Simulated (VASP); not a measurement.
# ScAlTlAs3 (P-6m2) in VASP: notebook

The runs below take ScAlTlAs3 through single point, relaxation of cell and atoms, with PBE.

Program: VASP 6.6.1. These are calculated values, not measurements. Logs are shortened: lines on timing, memory, paths and dates and some standing lists are left out, and cuts for length are marked.

## Step 1: The cell of the first run

The structure is hexagonal, space group P-6m2 (No. 187). The conventional cell has a = 6.042 Å, b = 6.042 Å, c = 4.443 Å, α = 90.00°, β = 90.00°, γ = 120.00°. Sc (site symmetry -6m2) has 6 As at 2.82 Å and 3 Al at 3.49 Å and 3 Tl at 3.49 Å within 3.7 Å. Al (site symmetry -6m2) has 6 As at 2.83 Å and 3 Sc at 3.49 Å and 3 Tl at 3.49 Å within 3.7 Å. Tl (site symmetry -6m2) has 3 Al at 3.49 Å and 3 Sc at 3.49 Å and 12 As at 3.75 Å and 2 Tl at 4.44 Å within 4.6 Å. As (site symmetry mm2) has 2 Sc at 2.82 Å and 2 Al at 2.83 Å and 4 As at 3.01 to 3.04 Å within 3.7 Å.

## Step 2: Single point, PBE

INCAR reads:

```
  PREC = Accurate
  ENCUT = 520
  EDIFF = 1E-7
  ISMEAR = 0
  SIGMA = 0.1
  LREAL = False
  LASPH = True
  NELM = 80
  ALGO = Normal
  ISIF = 2
  LWAVE = False
  LCHARG = True
  GGA = PE
  LELF = True
  LVHAR = True
  NBANDS = 30
```

KPOINTS reads:

```
Automatic mesh
0
Gamma
  3 3 4
```

POSCAR reads:

```
ScAlTlAs3
1.0
    6.0423756500      0.0000000000      0.0000000000
   -3.0211878200      5.2328508100      0.0000000000
    0.0000000000      0.0000000000      4.4426309800
Sc Al Tl As
1 1 1 3
Direct
    0.3333333300      0.6666666700      0.0000000000
    0.0000000000      0.0000000000      0.0000000000
    0.6666666700      0.3333333300      0.0000000000
    0.6650506700      0.8325253300      0.5000000000
    0.1674746700      0.8325253300      0.5000000000
    0.1674746700      0.3349493300      0.5000000000
```

Potentials or basis: VASP PAW PBE potentials, release 64 (Sc_sv, Al, Tl_d, As).

Command:

```sh
$ cat potpaw_PBE.64/Sc_sv/POTCAR potpaw_PBE.64/Al/POTCAR potpaw_PBE.64/Tl_d/POTCAR potpaw_PBE.64/As/POTCAR > POTCAR
$ mpirun -np 1 vasp_std > vasp.out
```

OUTCAR:

```text
PREC = Accurate
   ENCUT = 520
   EDIFF = 1E-7
   ISMEAR = 0
   LREAL = False
   LASPH = True
   NELM = 80
   ISIF = 2
   GGA = PE

 ion  position               nearest neighbor table
   1  0.333  0.667  0.000-   5 2.82   5 2.82   6 2.82   6 2.82   4 2.82   4 2.82   3 3.49   3 3.49
                             3 3.49
   2  0.000  0.000  0.000-   6 2.83   6 2.83   4 2.83   4 2.83   5 2.83   5 2.83   3 3.49   3 3.49
                             3 3.49
   3  0.667  0.333  0.000-   2 3.49   1 3.49   1 3.49   2 3.49   2 3.49   1 3.49
   4  0.665  0.833  0.500-   1 2.82   1 2.82   2 2.83   2 2.83
   5  0.167  0.833  0.500-   1 2.82   1 2.82   2 2.83   2 2.83
   6  0.167  0.335  0.500-   1 2.82   1 2.82   2 2.83   2 2.83

  LATTYP: Found a hexagonal cell.
 ALAT       =     6.0423756500
 C/A-ratio  =     0.7352457439

  Lattice vectors:

 A1 = (   6.0423756500,   0.0000000000,   0.0000000000)
 A2 = (  -3.0211878200,   5.2328508100,   0.0000000000)
 A3 = (   0.0000000000,   0.0000000000,   4.4426309800)

Analysis of symmetry for initial positions (statically):
=====================================================================
 Subroutine PRICEL returns:
 Original cell was already a primitive cell.

 Routine SETGRP: Setting up the symmetry group for a
 hexagonal supercell.

 Subroutine GETGRP returns: Found 12 space group operations
 (whereof 12 operations were pure point group operations)
 out of a pool of 24 trial point group operations.

The static configuration has the point symmetry D_3h.

Analysis of symmetry for dynamics (positions and initial velocities):
=====================================================================
 Subroutine PRICEL returns:
 Original cell was already a primitive cell.

 Routine SETGRP: Setting up the symmetry group for a
 hexagonal supercell.

 Subroutine GETGRP returns: Found 12 space group operations
 (whereof 12 operations were pure point group operations)
 out of a pool of 24 trial point group operations.

The dynamic configuration has the point symmetry D_3h.

 Subroutine INISYM returns: Found 12 space group operations
 (whereof 12 operations are pure point group operations),
 and found     1 'primitive' translations

----------------------------------------------------------------------------------------

                                     Primitive cell

  volume of cell :     140.4709

  direct lattice vectors                    reciprocal lattice vectors
     6.042375650  0.000000000  0.000000000     0.165497820  0.095550211  0.000000000
    -3.021187820  5.232850810  0.000000000     0.000000000  0.191100422  0.000000000
     0.000000000  0.000000000  4.442630980     0.000000000  0.000000000  0.225091844

  length of vectors
     6.042375650  6.042375646  4.442630980     0.191100422  0.191100422  0.225091844

  position of ions in fractional coordinates (direct lattice)
     0.333333330  0.666666670  0.000000000
     0.000000000  0.000000000  0.000000000
     0.666666670  0.333333330  0.000000000
     0.665050670  0.832525330  0.500000000
     0.167474670  0.832525330  0.500000000
     0.167474670  0.334949330  0.500000000

  ion indices of the primitive-cell ions
   primitive index   ion index
                 1           1
                 2           2
                 3           3
                 4           4
                 5           5
                 6           6

----------------------------------------------------------------------------------------

 KPOINTS: Automatic mesh

Automatic generation of k-mesh.
 Grid dimensions read from file:
 generate k-points for:    3    3    4

 Generating k-lattice:

  Cartesian coordinates                     Fractional coordinates (reciprocal lattice)
     0.055165940  0.031850070  0.000000000     0.333333333  0.000000000  0.000000000
     0.000000000  0.063700141  0.000000000     0.000000000  0.333333333  0.000000000
     0.000000000  0.000000000  0.056272961     0.000000000  0.000000000  0.250000000

  Length of vectors
     0.063700141  0.063700141  0.056272961

  Shift w.r.t. Gamma in fractional coordinates (k-lattice)
     0.000000000  0.000000000  0.000000000

 Subroutine IBZKPT returns following result:
 ===========================================

 Found      9 irreducible k-points:

 Following reciprocal coordinates:
            Coordinates               Weight
  0.000000  0.000000  0.000000      1.000000
  0.333333  0.000000  0.000000      6.000000
  0.333333  0.333333  0.000000      2.000000
  0.000000  0.000000  0.250000      2.000000
  0.333333  0.000000  0.250000     12.000000
  0.333333  0.333333  0.250000      4.000000
  0.000000  0.000000  0.500000      1.000000
  0.333333  0.000000  0.500000      6.000000
  0.333333  0.333333  0.500000      2.000000
   k-points           NKPTS =      9   k-points in BZ     NKDIM =      9   number of bands    NBANDS=     30
   number of dos      NEDOS =    301   number of ions     NIONS =      6
   total plane-waves  NPLWV =  82944
   dimension x,y,z NGX =    48 NGY =   48 NGZ =   36
   dimension x,y,z NGXF=    96 NGYF=   96 NGZF=   72
   ions per type =               1   1   1   3
   NGX,Y,Z   is equivalent  to a cutoff of  13.21, 13.21, 13.47 a.u.
   NGXF,Y,Z  is equivalent  to a cutoff of  26.41, 26.41, 26.94 a.u.
 SYSTEM =  unknown system
   PREC   = accura    normal or accurate (medium, high low for compatibility)
   ISTART =      0    job   : 0-new  1-cont  2-samecut
   ICHARG =      2    charge: 1-file 2-atom 10-const
   ISPIN  =      1    spin polarized calculation?
   LNONCOLLINEAR =      F non collinear calculations
   LSORBIT =      F    spin-orbit coupling
   LASPH  =      T    aspherical Exc in radial PAW
   ENCUT  =  520.0 eV  38.22 Ry    6.18 a.u.  11.23 11.23  8.26*2*pi/ulx,y,z
   NELM   =     80;   NELMIN=  2; NELMDL= -5     # of ELM steps
   EDIFF  = 0.1E-06   stopping-criterion for ELM
   LREAL  =      F    real-space projection
   EDIFFG = 0.1E-05   stopping-criterion for IOM
   NSW    =      0    number of steps for IOM
   IBRION =     -1    ionic relax: 0-MD 1-quasi-New 2-CG
   NFREE  =      0    steps in history (QN), initial steepest desc. (CG)
   ISIF   =      2    stress and relaxation
   ISYM   =      2    0-nonsym 1-usesym 2-fastsym
   POTIM  = 0.5000    time-step for ionic-motion
   TEBEG  =    0.0;   TEEND  =   0.0 temperature during run
   PSTRESS=    0.0 pullay stress
   NELECT =      42.0000    total number of electrons
   NUPDOWN=      -1.0000    fix difference up-down
   EMIN   =  10.00;   EMAX   =-10.00  energy-range for DOS
   EFERMI =   0.00;   METHOD = LEGACY
   ISMEAR =     0;   SIGMA  =   0.10  broadening in eV -4-tet -1-fermi 0-gaus
   EFERMI_NEDOS =   21; number of points for ismear=-14 and -15
   IALGO  =     38    algorithm
   IMIX   =      4    mixing-type and parameters
     AMIX     =   0.40;   BMIX     =  1.00
     AMIX_MAG =   1.60;   BMIX_MAG =  1.00
  volume/ion in A,a.u.               =      23.41       157.99
  Fermi-wavevector in a.u.,A,eV,Ry     =   1.094702  2.068686 16.304841  1.198372
  Thomas-Fermi vector in A             =   2.231011
   LORBIT       =      0    0 simple, 1 ext, 2 COOP (PROOUT), +10 PAW based schemes
   GGA     = PE    functional components
   LHFCALC =     F    Hartree Fock is set to
   AEXX    =    0.0000 exact exchange contribution
   IVDW    =     0    specifies the selected vdW correction
   LEPSILON=     F    determine dielectric tensor
   LRPA    =     F    only Hartree local field effects (RPA)
 non-spin polarized calculation
 Gauss-broadening in eV      SIGMA  =   0.10
  energy-cutoff  :      520.00
  volume of cell :      140.47
 maximum number of plane-waves:      3820
 NGX is ok and might be reduce to    48
   NGX = 23   NGY = 23   NGZ = 17

 number of electron      41.9999997 magnetization

 Free energy of the ion-electron system (eV)
  ---------------------------------------------------
  ext. energy  EPLUGINS =         0.00000000
  ---------------------------------------------------
  free energy    TOTEN  =       -26.70006446 eV

  energy without entropy =      -26.66824987  energy(sigma->0) =      -26.68415716

 E-fermi :   5.3050     XC(G=0):  -9.8225

 val. band max:        5.3008639483   @ k =   0.0000   0.0000   0.2500
 cond. band min:       5.3124128458   @ k =   0.3333   0.3333   0.5000
 fundamental gap:      0.0115488975
 Fermi energy:         5.3050173094

 k-point     1 :       0.0000    0.0000    0.0000
  band No.  band energies     occupation
      1     -44.5800      2.00000
      2     -23.2570      2.00000
      3     -23.2570      2.00000
      4     -23.2007      2.00000
      5      -7.6098      2.00000
      6      -6.2055      2.00000
[... 22 lines left out ...]
     29       8.2039      0.00000
     30       8.6391      0.00000

 k-point     2 :       0.3333    0.0000    0.0000
  band No.  band energies     occupation
      1     -44.5800      2.00000
      2     -23.2572      2.00000
      3     -23.2570      2.00000
      4     -23.2007      2.00000
      5      -7.1712      2.00000
      6      -6.2446      2.00000
[... 22 lines left out ...]
     29       8.3647      0.00000
     30       8.5846      0.00000

 k-point     3 :       0.3333    0.3333    0.0000
  band No.  band energies     occupation
      1     -44.5800      2.00000
      2     -23.2572      2.00000
      3     -23.2572      2.00000
      4     -23.2007      2.00000
      5      -6.6016      2.00000
      6      -6.4422      2.00000
[... 22 lines left out ...]
     29       8.4185      0.00000
     30       8.7011      0.00000

 k-point     4 :       0.0000    0.0000    0.2500
  band No.  band energies     occupation
      1     -44.5798      2.00000
      2     -23.2559      2.00000
      3     -23.2559      2.00000
      4     -23.2103      2.00000
      5      -7.3632      2.00000
      6      -6.1844      2.00000
[... 121 lines left out ...]
     29       8.0447      0.00000
     30       9.5685      0.00000

 k-point     8 :       0.3333    0.0000    0.5000
  band No.  band energies     occupation
      1     -44.5795      2.00000
      2     -23.2550      2.00000
      3     -23.2548      2.00000
      4     -23.2199      2.00000
      5      -6.7592      2.00000
      6      -6.1880      2.00000
[... 22 lines left out ...]
     29       8.3258      0.00000
     30       8.5921      0.00000

 k-point     9 :       0.3333    0.3333    0.5000
  band No.  band energies     occupation
      1     -44.5795      2.00000
      2     -23.2550      2.00000
      3     -23.2549      2.00000
      4     -23.2199      2.00000
      5      -6.4369      2.00000
      6      -6.3455      2.00000
[... 22 lines left out ...]
     29       8.4717      0.00000
     30       9.0603      0.00000

------------------------ aborting loop because EDIFF is reached ----------------------------------------

  FORCE on cell =-STRESS in cart. coord.  units (eV):
  Direction    XX          YY          ZZ          XY          YZ          ZX
  --------------------------------------------------------------------------------------
  -------------------------------------------------------------------------------------
  Total       -0.3662075     -0.3662075     -6.2289899     -0.0000000      0.0000000      0.0000000
  in kB       -4.1768750     -4.1768750    -71.0463697     -0.0000000      0.0000000      0.0000000
  external PRESSURE =     -26.4667066 kB  Pullay stress =       0.0000000 kB

 VOLUME and BASIS-vectors are now :
 -----------------------------------------------------------------------------
  energy-cutoff  :      520.00
  volume of cell :      140.47
      direct lattice vectors                 reciprocal lattice vectors
     6.042375650  0.000000000  0.000000000     0.165497820  0.095550211  0.000000000
    -3.021187820  5.232850810  0.000000000     0.000000000  0.191100422  0.000000000
     0.000000000  0.000000000  4.442630980     0.000000000  0.000000000  0.225091844

 POSITION                                       TOTAL-FORCE (eV/Angst)
 -----------------------------------------------------------------------------------
     -0.00000      3.48857      0.00000         0.000000     -0.000000      0.000000
      0.00000      0.00000      0.00000         0.000000     -0.000000      0.000000
      3.02119      1.74428      0.00000         0.000000     -0.000000      0.000000
      1.50327      4.35648      2.22132         0.410104      0.236774      0.000000
     -1.50327      4.35648      2.22132        -0.410104      0.236774      0.000000
      0.00000      1.75274      2.22132        -0.000000     -0.473547     -0.000000
 -----------------------------------------------------------------------------------
    total drift:                               -0.000001      0.000000     -0.000000

  FREE ENERGIE OF THE ION-ELECTRON SYSTEM (eV)
  ---------------------------------------------------
  free  energy   TOTEN  =       -26.7000644621 eV

  energy  without entropy=      -26.6682498659  energy(sigma->0) =      -26.68415716
```

It took 35 s on 1 thread of AMD EPYC 9R45 (Zen 5), shared host; peak memory 0.26 GiB.

Results:

```yaml
Free_energy: -26.7001 eV
Pressure: -2.6 GPa
Largest_force: 0.474 eV/Å
Band_gap_on_the_k_mesh: zero (band 21 reaches 6.24 eV, above the bottom of band 22 at 4.78 eV)
```

Forces on the atoms (eV/Å):
```
Sc   0.000  0.000  0.000
Al   0.000  0.000  0.000
Tl   0.000  0.000  0.000
As   0.410  0.237  0.000
As  -0.410  0.237  0.000
As   0.000 -0.474  0.000
```

Caveat: the k points lie up to 0.40 Å⁻¹ apart; spin-orbit coupling is left out, which moves the levels of the heavy elements.

(Part 1 of 4 ends here.)
